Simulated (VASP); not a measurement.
# In (P6_3/mmc) in VASP: notebook

The runs below take In through single point, relaxation of cell and atoms, with PBE.

All numbers are computed with VASP 6.6.1; they aren't measurements. Logs are shortened: lines on timing, memory, paths and dates and some standing lists are left out, and cuts for length are marked.

## Step 1: The cell of the first run

Symmetry: P6_3/mmc, No. 194, hexagonal system. Conventional cell: a = 3.099 Å, b = 3.099 Å, c = 5.208 Å, α = 90.00°, β = 90.00°, γ = 120.00°. Within 4.1 Å of In (site symmetry -6m2) lie 12 In at 3.10 to 3.16 Å.

This isn't the form of In at room conditions, which is tetragonal.

## Step 2: Single point, PBE

File INCAR:

```
SYSTEM = In
  ALGO = Normal
  EDIFF = 1E-6
  ENCUT = 500
  GGA = PE
  GGA_COMPAT = .FALSE.
  ISIF = 2
  ISMEAR = -1
  LASPH = .TRUE.
  LCHARG = .TRUE.
  LELF = .TRUE.
  LREAL = .FALSE.
  LVHAR = .TRUE.
  LWAVE = .FALSE.
  NBANDS = 20
  NELM = 120
  PREC = Accurate
  SIGMA = 0.08
```

File KPOINTS:

```
k-points
0
G
  14 14 8
  0 0 0
```

File POSCAR:

```
In
1.0
    3.0993694169      0.0000000000      0.0000000000
   -1.5496847084      2.6841326507      0.0000000000
    0.0000000000      0.0000000000      5.2076642222
In
2
Direct
    0.3333333333      0.6666666667      0.2500000000
    0.6666666667      0.3333333333      0.7500000000
```

Potentials or basis: VASP PAW PBE potentials, release 64 (In_d).

On the command line:

```console
> cat potpaw_PBE.64/In_d/POTCAR > POTCAR
> mpirun -np 1 vasp_std > vasp.out
```

OUTCAR:

```text
SYSTEM = In
   EDIFF = 1E-6
   ENCUT = 500
   GGA = PE
   ISIF = 2
   ISMEAR = -1
   LASPH = .TRUE.
   LREAL = .FALSE.
   NELM = 120
   PREC = Accurate

 ion  position               nearest neighbor table
   1  0.333  0.667  0.250-   2 3.16   2 3.16   2 3.16   2 3.16   2 3.16   2 3.16
   2  0.667  0.333  0.750-   1 3.16   1 3.16   1 3.16   1 3.16   1 3.16   1 3.16

  LATTYP: Found a hexagonal cell.
 ALAT       =     3.0993694169
 C/A-ratio  =     1.6802334674

  Lattice vectors:

 A1 = (   3.0993694169,   0.0000000000,   0.0000000000)
 A2 = (  -1.5496847084,   2.6841326507,   0.0000000000)
 A3 = (   0.0000000000,   0.0000000000,   5.2076642222)

Analysis of symmetry for initial positions (statically):
=====================================================================
 Subroutine PRICEL returns:
 Original cell was already a primitive cell.

 Routine SETGRP: Setting up the symmetry group for a
 hexagonal supercell.

 Subroutine GETGRP returns: Found 24 space group operations
 (whereof 12 operations were pure point group operations)
 out of a pool of 24 trial point group operations.

The static configuration has the point symmetry D_3d.
 The point group associated with its full space group is D_6h.

Analysis of symmetry for dynamics (positions and initial velocities):
=====================================================================
 Subroutine PRICEL returns:
 Original cell was already a primitive cell.

 Routine SETGRP: Setting up the symmetry group for a
 hexagonal supercell.

 Subroutine GETGRP returns: Found 24 space group operations
 (whereof 12 operations were pure point group operations)
 out of a pool of 24 trial point group operations.

The dynamic configuration has the point symmetry D_3d.
 The point group associated with its full space group is D_6h.

 Subroutine INISYM returns: Found 24 space group operations
 (whereof 12 operations are pure point group operations),
 and found     1 'primitive' translations

----------------------------------------------------------------------------------------

                                     Primitive cell

  volume of cell :      43.3232

  direct lattice vectors                    reciprocal lattice vectors
     3.099369417  0.000000000  0.000000000     0.322646276  0.186279914  0.000000000
    -1.549684708  2.684132651  0.000000000     0.000000000  0.372559828  0.000000000
     0.000000000  0.000000000  5.207664222     0.000000000  0.000000000  0.192024669

  length of vectors
     3.099369417  3.099369417  5.207664222     0.372559828  0.372559828  0.192024669

  position of ions in fractional coordinates (direct lattice)
     0.333333333  0.666666667  0.250000000
     0.666666667  0.333333333  0.750000000

  ion indices of the primitive-cell ions
   primitive index   ion index
                 1           1
                 2           2

----------------------------------------------------------------------------------------

 KPOINTS: k-points

Automatic generation of k-mesh.
 Grid dimensions read from file:
 generate k-points for:   14   14    8

 Generating k-lattice:

  Cartesian coordinates                     Fractional coordinates (reciprocal lattice)
     0.023046163  0.013305708  0.000000000     0.071428571 -0.000000000  0.000000000
     0.000000000  0.026611416  0.000000000     0.000000000  0.071428571  0.000000000
     0.000000000  0.000000000  0.024003084     0.000000000  0.000000000  0.125000000

  Length of vectors
     0.026611416  0.026611416  0.024003084

  Shift w.r.t. Gamma in fractional coordinates (k-lattice)
     0.000000000  0.000000000  0.000000000

 Subroutine IBZKPT returns following result:
 ===========================================

 Found    120 irreducible k-points:

 Following reciprocal coordinates:
            Coordinates               Weight
  0.000000  0.000000  0.000000      1.000000
  0.071429  0.000000  0.000000      6.000000
  0.142857  0.000000  0.000000      6.000000
  0.214286 -0.000000  0.000000      6.000000
  0.285714  0.000000  0.000000      6.000000
  0.357143  0.000000  0.000000      6.000000
[... 16 lines left out ...]
  0.285714  0.285714  0.000000      6.000000
  0.357143  0.285714  0.000000      6.000000
 [... further k-points ...]
   k-points           NKPTS =    120   k-points in BZ     NKDIM =    120   number of bands    NBANDS=     20
   number of dos      NEDOS =    301   number of ions     NIONS =      2
   total plane-waves  NPLWV =  23040
   dimension x,y,z NGX =    24 NGY =   24 NGZ =   40
   dimension x,y,z NGXF=    48 NGYF=   48 NGZF=   80
   ions per type =               2
   NGX,Y,Z   is equivalent  to a cutoff of  12.87, 12.87, 12.77 a.u.
   NGXF,Y,Z  is equivalent  to a cutoff of  25.75, 25.75, 25.54 a.u.
 SYSTEM =  In
   PREC   = accura    normal or accurate (medium, high low for compatibility)
   ISTART =      0    job   : 0-new  1-cont  2-samecut
   ICHARG =      2    charge: 1-file 2-atom 10-const
   ISPIN  =      1    spin polarized calculation?
   LNONCOLLINEAR =      F non collinear calculations
   LSORBIT =      F    spin-orbit coupling
   LASPH  =      T    aspherical Exc in radial PAW
   ENCUT  =  500.0 eV  36.75 Ry    6.06 a.u.   5.65  5.65  9.49*2*pi/ulx,y,z
   NELM   =    120;   NELMIN=  2; NELMDL= -5     # of ELM steps
   EDIFF  = 0.1E-05   stopping-criterion for ELM
   LREAL  =      F    real-space projection
   EDIFFG = 0.1E-04   stopping-criterion for IOM
   NSW    =      0    number of steps for IOM
   IBRION =     -1    ionic relax: 0-MD 1-quasi-New 2-CG
   NFREE  =      0    steps in history (QN), initial steepest desc. (CG)
   ISIF   =      2    stress and relaxation
   ISYM   =      2    0-nonsym 1-usesym 2-fastsym
   POTIM  = 0.5000    time-step for ionic-motion
   TEBEG  =    0.0;   TEEND  =   0.0 temperature during run
   PSTRESS=    0.0 pullay stress
   NELECT =      26.0000    total number of electrons
   NUPDOWN=      -1.0000    fix difference up-down
   EMIN   =  10.00;   EMAX   =-10.00  energy-range for DOS
   EFERMI =   0.00;   METHOD = LEGACY
   ISMEAR =    -1;   SIGMA  =   0.08  broadening in eV -4-tet -1-fermi 0-gaus
   EFERMI_NEDOS =   21; number of points for ismear=-14 and -15
   IALGO  =     38    algorithm
   IMIX   =      4    mixing-type and parameters
     AMIX     =   0.40;   BMIX     =  1.00
     AMIX_MAG =   1.60;   BMIX_MAG =  1.00
  volume/ion in A,a.u.               =      21.66       146.18
  Fermi-wavevector in a.u.,A,eV,Ry     =   1.380890  2.609504 25.944379  1.906858
  Thomas-Fermi vector in A             =   2.505725
   LORBIT       =      0    0 simple, 1 ext, 2 COOP (PROOUT), +10 PAW based schemes
   GGA     = PE    functional components
   LHFCALC =     F    Hartree Fock is set to
   AEXX    =    0.0000 exact exchange contribution
   IVDW    =     0    specifies the selected vdW correction
   LEPSILON=     F    determine dielectric tensor
   LRPA    =     F    only Hartree local field effects (RPA)
 non-spin polarized calculation
  energy-cutoff  :      500.00
  volume of cell :       43.32
 maximum number of plane-waves:      1117
 NGX is ok and might be reduce to    24
   NGX = 11   NGY = 11   NGZ = 19

 number of electron      26.0000016 magnetization

 Free energy of the ion-electron system (eV)
  ---------------------------------------------------
  ext. energy  EPLUGINS =         0.00000000
  ---------------------------------------------------
  free energy    TOTEN  =        -4.64785112 eV

  energy without entropy =       -4.62886588  energy(sigma->0) =       -4.63835850

 E-fermi :  10.0067     XC(G=0): -11.1841

 val. band max:        9.9826423056   @ k =   0.4286   0.1429   0.1250
 cond. band min:      10.0722135642   @ k =   0.3571   0.2143   0.1250
 fundamental gap:      0.0895712587
 Fermi energy:        10.0067048346

 k-point     1 :       0.0000    0.0000    0.0000
  band No.  band energies     occupation
      1      -5.1935      2.00000
      2      -5.0588      2.00000
      3      -4.9882      2.00000
      4      -4.9882      2.00000
      5      -4.9421      2.00000
      6      -4.9421      2.00000
[... 12 lines left out ...]
     19      22.0877      0.00000
     20      22.4761      0.00000

 k-point     2 :       0.0714    0.0000    0.0000
  band No.  band energies     occupation
      1      -5.1773      2.00000
      2      -5.0597      2.00000
      3      -4.9801      2.00000
      4      -4.9632      2.00000
      5      -4.9440      2.00000
      6      -4.9185      2.00000
[... 12 lines left out ...]
     19      22.8776      0.00000
     20      23.0127      0.00000

 k-point     3 :       0.1429    0.0000    0.0000
  band No.  band energies     occupation
      1      -5.1620      2.00000
      2      -5.0513      2.00000
      3      -4.9751      2.00000
      4      -4.9154      2.00000
      5      -4.8926      2.00000
      6      -4.8617      2.00000
[... 12 lines left out ...]
     19      22.1945      0.00000
     20      23.1058      0.00000

 k-point     4 :       0.2143   -0.0000    0.0000
  band No.  band energies     occupation
      1      -5.2023      2.00000
      2      -5.0205      2.00000
      3      -4.9743      2.00000
      4      -4.9363      2.00000
      5      -4.8732      2.00000
      6      -4.8301      2.00000
[... 12 lines left out ...]
     19      22.1935      0.00000
     20      22.6125      0.00000

 k-point     5 :       0.2857    0.0000    0.0000
  band No.  band energies     occupation
      1      -5.2647      2.00000
      2      -5.0568      2.00000
      3      -5.0275      2.00000
      4      -4.9104      2.00000
      5      -4.9026      2.00000
      6      -4.7465      2.00000
[... 12 lines left out ...]
     19      21.1830      0.00000
     20      21.9464      0.00000
[... 353 lines left out ...]
      6      -4.8134      2.00000
[... 12 lines left out ...]
     19      17.2353      0.00000
     20      24.4480      0.00000

 k-point    22 :       0.3571    0.2143    0.0000
  band No.  band energies     occupation
      1      -5.2007      2.00000
      2      -5.1499      2.00000
      3      -4.9730      2.00000
      4      -4.9584      2.00000
      5      -4.8580      2.00000
      6      -4.7865      2.00000
[... 12 lines left out ...]
     19      16.9576      0.00000
     20      24.3158      0.00000

 k-point    23 :       0.2857    0.2857    0.0000
  band No.  band energies     occupation
      1      -5.2011      2.00000
      2      -5.0202      2.00000
      3      -5.0195      2.00000
      4      -4.9530      2.00000
      5      -4.8631      2.00000
      6      -4.7577      2.00000
[... 12 lines left out ...]
     19      16.1952      0.00000
     20      26.5196      0.00000

 k-point    24 :       0.3571    0.2857    0.0000
  band No.  band energies     occupation
      1      -5.2126      2.00000
      2      -5.0206      2.00000
      3      -4.9402      2.00000
      4      -4.9331      2.00000
      5      -4.8907      2.00000
      6      -4.8145      2.00000
[... 12 lines left out ...]
     19      15.8819      0.00000
     20      26.6853      0.00000

 [... further k-points ...]

------------------------ aborting loop because EDIFF is reached ----------------------------------------

  FORCE on cell =-STRESS in cart. coord.  units (eV):
  Direction    XX          YY          ZZ          XY          YZ          ZX
  --------------------------------------------------------------------------------------
  -------------------------------------------------------------------------------------
  Total        4.3269838      4.3269838      4.3206984      0.0000000      0.0000000      0.0000000
  in kB      160.0204754    160.0204754    159.7880304      0.0000000      0.0000000      0.0000000
  external PRESSURE =     159.9429937 kB  Pullay stress =       0.0000000 kB

 VOLUME and BASIS-vectors are now :
 -----------------------------------------------------------------------------
  energy-cutoff  :      500.00
  volume of cell :       43.32
      direct lattice vectors                 reciprocal lattice vectors
     3.099369417  0.000000000  0.000000000     0.322646276  0.186279914  0.000000000
    -1.549684708  2.684132651  0.000000000     0.000000000  0.372559828  0.000000000
     0.000000000  0.000000000  5.207664222     0.000000000  0.000000000  0.192024669

 POSITION                                       TOTAL-FORCE (eV/Angst)
 -----------------------------------------------------------------------------------
     -0.00000      1.78942      1.30192         0.000000      0.000000      0.000000
      1.54968      0.89471      3.90575         0.000000     -0.000000      0.000000
 -----------------------------------------------------------------------------------
    total drift:                               -0.000000      0.000000     -0.000000

  FREE ENERGIE OF THE ION-ELECTRON SYSTEM (eV)
  ---------------------------------------------------
  free  energy   TOTEN  =        -4.6478511242 eV

  energy  without entropy=       -4.6288658808  energy(sigma->0) =       -4.63835850
```

It took 82 s on 1 thread of Intel Xeon 8259CL, shared host; peak memory 0.21 GiB.

Results:

```yaml
Free_energy: -4.6479 eV
Pressure: 16.0 GPa
Band_gap_on_the_k_mesh: zero (bands 13 and 14 overlap by 7.27 eV)
```

Caveat: the cell stands under pressure; spin-orbit coupling is left out, which moves the levels of the heavy elements.

## Step 3: Relaxation of cell and atoms, PBE, target pressure 16 GPa, at which the enthalpy is minimised

File INCAR:

```
PREC = Accurate ; ENCUT = 500
EDIFF = 1E-7 ; ISMEAR = -1
SIGMA = 0.08 ; LREAL = F
LASPH = T ; NELM = 120
ALGO = Normal ; ISIF = 3
LWAVE = F ; LCHARG = F
GGA = PE ; IBRION = 2
NSW = 32 ; EDIFFG = -0.005
PSTRESS = 160.0 ; GGA_COMPAT = F
NELMIN = 4
```

File KPOINTS:

```
Automatic mesh
0
Gamma
  14 14 8
```

POSCAR is that of step 2.

Potentials or basis: VASP PAW PBE potentials, release 64 (In_d).

On the command line:

```console
> cat potpaw_PBE.64/In_d/POTCAR > POTCAR
> mpirun -np 1 vasp_std > vasp.out
```

Wall time 80 s (1 thread of Intel Xeon 8259CL, shared host); peak memory 0.21 GiB.

The run converged. Its results:

```yaml
Free_energy: -4.6479 eV
Pressure_after_relaxing: 16.0 GPa
Band_gap_on_the_k_mesh: zero (bands 13 and 14 overlap by 7.27 eV)
```

Final structure:
```xyz
2
Lattice="3.0994 0.0000 0.0000 -1.5497 2.6841 0.0000 0.0000 0.0000 5.2077" Properties=species:S:1:pos:R:3 pbc="T T T"
In    0.0000    1.7894    1.3019
In    1.5497    0.8947    3.9057
```

Levels at points of the mesh, in eV from the Fermi level:
```csv
k point,band 11,band 12,band 13,band 14,band 15,band 16
"(0.00, 0.00, 0.00)",-11.10,-4.87,-4.51,10.07,10.07,11.22
"(0.50, 0.00, 0.00)",-5.24,-4.93,0.14,0.62,0.71,2.98
"(0.00, 0.00, 0.50)",-9.52,-9.52,3.02,3.02,11.23,11.23
"(0.50, 0.00, 0.50)",-3.91,-3.91,-3.18,-3.18,6.45,6.45
```

Caveat: the relaxation stopped at its first step, so nothing moved; the cell is relaxed towards a set pressure, so the run minimises the enthalpy, not the energy; spin-orbit coupling is left out, which moves the levels of the heavy elements.

(Part 1 of 2 ends here.)
